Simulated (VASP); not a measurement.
# SiC (sol) (F-43m) in VASP: single point with PBEsol

Aim: the single point of SiC (sol) with PBEsol.

Program: VASP 6.6.1. These are calculated values, not measurements. Logs are shortened: lines on timing, memory, paths and dates and some standing lists are left out, and cuts for length are marked.

## Step 1: The cell of the first run

It takes space group F-43m (No. 216, cubic). Conventional cell: a = 4.357 Å, b = 4.357 Å, c = 4.357 Å, α = 90.00°, β = 90.00°, γ = 90.00°. Within 2.5 Å of Si (site symmetry -43m) lie 4 C at 1.89 Å. C (site symmetry -43m) has 4 Si at 1.89 Å within 2.5 Å.

## Step 2: Single point, PBEsol

INCAR reads:

```
PREC = Accurate
ENCUT = 600
EDIFF = 1E-6
ISMEAR = 0
SIGMA = 0.02
LREAL = False
LASPH = True
NELM = 120
ALGO = Normal
ISIF = 2
LWAVE = False
LCHARG = False
GGA = PS
NBANDS = 11
GGA_COMPAT = False
```

KPOINTS reads:

```
regular mesh
0
Gamma
  10 10 10
```

POSCAR reads:

```
SiC
1.0
    0.0000000000      2.1784489974      2.1784489974
    2.1784489974      0.0000000000      2.1784489974
    2.1784489974      2.1784489974      0.0000000000
Si C
1 1
Direct
    0.7500000000      0.7500000000      0.7500000000
    0.0000000000      0.0000000000      0.0000000000
```

Potentials or basis: VASP PAW PBE potentials, release 64 (Si, C).

Launch:

```
cat potpaw_PBE.64/Si/POTCAR potpaw_PBE.64/C/POTCAR > POTCAR
mpirun -np 1 vasp_std > vasp.out
```

OUTCAR:

```text
PREC = Accurate
   ENCUT = 600
   EDIFF = 1E-6
   ISMEAR = 0
   LREAL = False
   LASPH = True
   NELM = 120
   ISIF = 2
   GGA = PS

 ion  position               nearest neighbor table
   1  0.750  0.750  0.750-   2 1.89   2 1.89   2 1.89   2 1.89
   2  0.000  0.000  0.000-   1 1.89   1 1.89   1 1.89   1 1.89

  LATTYP: Found a face centered cubic cell.
 ALAT       =     4.3568979948

  Lattice vectors:

 A1 = (   0.0000000000,   2.1784489974,   2.1784489974)
 A2 = (   2.1784489974,   0.0000000000,   2.1784489974)
 A3 = (   2.1784489974,   2.1784489974,   0.0000000000)

Analysis of symmetry for initial positions (statically):
=====================================================================
 Subroutine PRICEL returns:
 Original cell was already a primitive cell.

 Routine SETGRP: Setting up the symmetry group for a
 face centered cubic supercell.

 Subroutine GETGRP returns: Found 24 space group operations
 (whereof 24 operations were pure point group operations)
 out of a pool of 48 trial point group operations.

The static configuration has the point symmetry T_d .

Analysis of symmetry for dynamics (positions and initial velocities):
=====================================================================
 Subroutine PRICEL returns:
 Original cell was already a primitive cell.

 Routine SETGRP: Setting up the symmetry group for a
 face centered cubic supercell.

 Subroutine GETGRP returns: Found 24 space group operations
 (whereof 24 operations were pure point group operations)
 out of a pool of 48 trial point group operations.

The dynamic configuration has the point symmetry T_d .

 Subroutine INISYM returns: Found 24 space group operations
 (whereof 24 operations are pure point group operations),
 and found     1 'primitive' translations

----------------------------------------------------------------------------------------

                                     Primitive cell

  volume of cell :      20.6763

  direct lattice vectors                    reciprocal lattice vectors
     0.000000000  2.178448997  2.178448997    -0.229521095  0.229521095  0.229521095
     2.178448997  0.000000000  2.178448997     0.229521095 -0.229521095  0.229521095
     2.178448997  2.178448997  0.000000000     0.229521095  0.229521095 -0.229521095

  length of vectors
     3.080792117  3.080792117  3.080792117     0.397542199  0.397542199  0.397542199

  position of ions in fractional coordinates (direct lattice)
     0.750000000  0.750000000  0.750000000
     0.000000000  0.000000000  0.000000000

  ion indices of the primitive-cell ions
   primitive index   ion index
                 1           1
                 2           2

----------------------------------------------------------------------------------------

 KPOINTS: regular mesh

Automatic generation of k-mesh.
 Grid dimensions read from file:
 generate k-points for:   10   10   10

 Generating k-lattice:

  Cartesian coordinates                     Fractional coordinates (reciprocal lattice)
    -0.022952110  0.022952110  0.022952110     0.100000000  0.000000000  0.000000000
     0.022952110 -0.022952110  0.022952110     0.000000000  0.100000000  0.000000000
     0.022952110  0.022952110 -0.022952110     0.000000000  0.000000000  0.100000000

  Length of vectors
     0.039754220  0.039754220  0.039754220

  Shift w.r.t. Gamma in fractional coordinates (k-lattice)
     0.000000000  0.000000000  0.000000000

 Subroutine IBZKPT returns following result:
 ===========================================

 Found     47 irreducible k-points:

 Following reciprocal coordinates:
            Coordinates               Weight
  0.000000  0.000000  0.000000      1.000000
  0.100000  0.000000  0.000000      8.000000
  0.200000  0.000000  0.000000      8.000000
  0.300000  0.000000  0.000000      8.000000
  0.400000  0.000000  0.000000      8.000000
  0.500000  0.000000  0.000000      4.000000
[... 16 lines left out ...]
  0.300000  0.300000  0.000000      6.000000
  0.400000  0.300000  0.000000     24.000000
 [... further k-points ...]
   k-points           NKPTS =     47   k-points in BZ     NKDIM =     47   number of bands    NBANDS=     11
   number of dos      NEDOS =    301   number of ions     NIONS =      2
   total plane-waves  NPLWV =  21952
   dimension x,y,z NGX =    28 NGY =   28 NGZ =   28
   dimension x,y,z NGXF=    56 NGYF=   56 NGZF=   56
   ions per type =               1   1
   NGX,Y,Z   is equivalent  to a cutoff of  15.11, 15.11, 15.11 a.u.
   NGXF,Y,Z  is equivalent  to a cutoff of  30.22, 30.22, 30.22 a.u.
 SYSTEM =  unknown system
   PREC   = accura    normal or accurate (medium, high low for compatibility)
   ISTART =      0    job   : 0-new  1-cont  2-samecut
   ICHARG =      2    charge: 1-file 2-atom 10-const
   ISPIN  =      1    spin polarized calculation?
   LNONCOLLINEAR =      F non collinear calculations
   LSORBIT =      F    spin-orbit coupling
   LASPH  =      T    aspherical Exc in radial PAW
   ENCUT  =  600.0 eV  44.10 Ry    6.64 a.u.   6.15  6.15  6.15*2*pi/ulx,y,z
   NELM   =    120;   NELMIN=  2; NELMDL= -5     # of ELM steps
   EDIFF  = 0.1E-05   stopping-criterion for ELM
   LREAL  =      F    real-space projection
   EDIFFG = 0.1E-04   stopping-criterion for IOM
   NSW    =      0    number of steps for IOM
   IBRION =     -1    ionic relax: 0-MD 1-quasi-New 2-CG
   NFREE  =      0    steps in history (QN), initial steepest desc. (CG)
   ISIF   =      2    stress and relaxation
   ISYM   =      2    0-nonsym 1-usesym 2-fastsym
   POTIM  = 0.5000    time-step for ionic-motion
   TEBEG  =    0.0;   TEEND  =   0.0 temperature during run
   PSTRESS=    0.0 pullay stress
   NELECT =       8.0000    total number of electrons
   NUPDOWN=      -1.0000    fix difference up-down
   EMIN   =  10.00;   EMAX   =-10.00  energy-range for DOS
   EFERMI =   0.00;   METHOD = LEGACY
   ISMEAR =     0;   SIGMA  =   0.02  broadening in eV -4-tet -1-fermi 0-gaus
   EFERMI_NEDOS =   21; number of points for ismear=-14 and -15
   IALGO  =     38    algorithm
   IMIX   =      4    mixing-type and parameters
     AMIX     =   0.40;   BMIX     =  1.00
     AMIX_MAG =   1.60;   BMIX_MAG =  1.00
  volume/ion in A,a.u.               =      10.34        69.77
  Fermi-wavevector in a.u.,A,eV,Ry     =   1.192928  2.254306 19.362129  1.423076
  Thomas-Fermi vector in A             =   2.328954
   LORBIT       =      0    0 simple, 1 ext, 2 COOP (PROOUT), +10 PAW based schemes
   GGA     = PS    functional components
   LHFCALC =     F    Hartree Fock is set to
   AEXX    =    0.0000 exact exchange contribution
   IVDW    =     0    specifies the selected vdW correction
   LEPSILON=     F    determine dielectric tensor
   LRPA    =     F    only Hartree local field effects (RPA)
 non-spin polarized calculation
 Gauss-broadening in eV      SIGMA  =   0.02
  energy-cutoff  :      600.00
  volume of cell :       20.68
 maximum number of plane-waves:       701
 NGX is ok and might be reduce to    28
   NGX = 13   NGY = 13   NGZ = 13

 number of electron       8.0000000 magnetization

 Free energy of the ion-electron system (eV)
  ---------------------------------------------------
  ext. energy  EPLUGINS =         0.00000000
  ---------------------------------------------------
  free energy    TOTEN  =       -15.91609656 eV

  energy without entropy =      -15.91609656  energy(sigma->0) =      -15.91609656

 E-fermi :   8.1848     XC(G=0): -11.5081

 val. band max:        8.0644400836   @ k =   0.0000   0.0000   0.0000
 cond. band min:       9.2979497657   @ k =   0.5000   0.5000   0.0000
 fundamental gap:      1.2335096821
 Fermi energy:         8.1848291584

 k-point     1 :       0.0000    0.0000    0.0000
  band No.  band energies     occupation
      1      -7.3656      2.00000
      2       8.0644      2.00000
      3       8.0644      2.00000
      4       8.0644      2.00000
      5      14.2601      0.00000
      6      15.3128      0.00000
      7      15.3128      0.00000
      8      15.3128      0.00000
      9      22.5259      0.00000
     10      22.5259      0.00000
     11      24.3391      0.00000

 k-point     2 :       0.1000    0.0000    0.0000
  band No.  band energies     occupation
      1      -7.1693      2.00000
      2       7.0492      2.00000
      3       7.9296      2.00000
      4       7.9296      2.00000
      5      14.5106      0.00000
      6      15.5572      0.00000
      7      15.5572      0.00000
      8      15.5941      0.00000
      9      21.5493      0.00000
     10      21.5493      0.00000
     11      24.1400      0.00000

 k-point     3 :       0.2000    0.0000    0.0000
  band No.  band energies     occupation
      1      -6.5888      2.00000
      2       4.9181      2.00000
      3       7.6209      2.00000
      4       7.6209      2.00000
      5      14.2115      0.00000
      6      15.9140      0.00000
      7      15.9140      0.00000
      8      16.7897      0.00000
      9      20.8749      0.00000
     10      20.8749      0.00000
     11      23.2581      0.00000

 k-point     4 :       0.3000    0.0000    0.0000
  band No.  band energies     occupation
      1      -5.6587      2.00000
      2       2.5929      2.00000
      3       7.3037      2.00000
      4       7.3037      2.00000
      5      13.8031      0.00000
      6      15.7647      0.00000
      7      15.7647      0.00000
      8      17.7322      0.00000
      9      21.7018      0.00000
     10      21.7018      0.00000
     11      23.0062      0.00000
[... 239 lines left out ...]
 k-point    22 :      -0.2000    0.2000    0.0000
  band No.  band energies     occupation
      1      -5.3469      2.00000
      2       3.2478      2.00000
      3       4.8103      2.00000
      4       7.4149      2.00000
      5      14.5467      0.00000
      6      16.0019      0.00000
      7      16.3765      0.00000
      8      17.1536      0.00000
      9      19.4991      0.00000
     10      23.3681      0.00000
     11      27.1208      0.00000

 k-point    23 :       0.3000    0.3000    0.0000
  band No.  band energies     occupation
      1      -5.0804      2.00000
      2       3.7072      2.00000
      3       5.6807      2.00000
      4       5.6807      2.00000
      5      11.1224      0.00000
      6      13.5637      0.00000
      7      19.5422      0.00000
      8      19.5422      0.00000
      9      20.4021      0.00000
     10      25.1093      0.00000
     11      29.6522      0.00000

 k-point    24 :       0.4000    0.3000    0.0000
  band No.  band energies     occupation
      1      -4.2039      2.00000
      2       2.4775      2.00000
      3       4.8790      2.00000
      4       5.4171      2.00000
      5      10.8218      0.00000
      6      13.5798      0.00000
      7      19.6256      0.00000
      8      19.9344      0.00000
      9      21.7503      0.00000
     10      26.0857      0.00000
     11      29.2448      0.00000

 [... further k-points ...]

------------------------ aborting loop because EDIFF is reached ----------------------------------------

  FORCE on cell =-STRESS in cart. coord.  units (eV):
  Direction    XX          YY          ZZ          XY          YZ          ZX
  --------------------------------------------------------------------------------------
  -------------------------------------------------------------------------------------
  Total        0.0272609      0.0272609      0.0272609      0.0000000     -0.0000000      0.0000000
  in kB        2.1124149      2.1124149      2.1124149      0.0000000     -0.0000000      0.0000000
  external PRESSURE =       2.1124149 kB  Pullay stress =       0.0000000 kB

 VOLUME and BASIS-vectors are now :
 -----------------------------------------------------------------------------
  energy-cutoff  :      600.00
  volume of cell :       20.68
      direct lattice vectors                 reciprocal lattice vectors
     0.000000000  2.178448997  2.178448997    -0.229521095  0.229521095  0.229521095
     2.178448997  0.000000000  2.178448997     0.229521095 -0.229521095  0.229521095
     2.178448997  2.178448997  0.000000000     0.229521095  0.229521095 -0.229521095

 POSITION                                       TOTAL-FORCE (eV/Angst)
 -----------------------------------------------------------------------------------
      3.26767      3.26767      3.26767         0.000000      0.000000      0.000000
      0.00000      0.00000      0.00000        -0.000000     -0.000000     -0.000000
 -----------------------------------------------------------------------------------
    total drift:                               -0.000000     -0.000000     -0.000000

  FREE ENERGIE OF THE ION-ELECTRON SYSTEM (eV)
  ---------------------------------------------------
  free  energy   TOTEN  =       -15.9160965596 eV

  energy  without entropy=      -15.9160965596  energy(sigma->0) =      -15.91609656
```

Run time: 17 s. Hardware: 1 thread of Intel Xeon Platinum 8375C at 2.90GHz (Ice Lake), shared host; peak memory 0.15 GiB.

Results:

| Item | Value |
| --- | --- |
| Free energy | -15.9161 eV |
| Pressure | 0.2 GPa |
| Band gap on the k mesh | 1.23 eV, indirect (least direct gap 4.44 eV) |

Caveat: the PAW data sets were made with another functional, which shifts forces and pressure a little. A k mesh can miss the band edges.
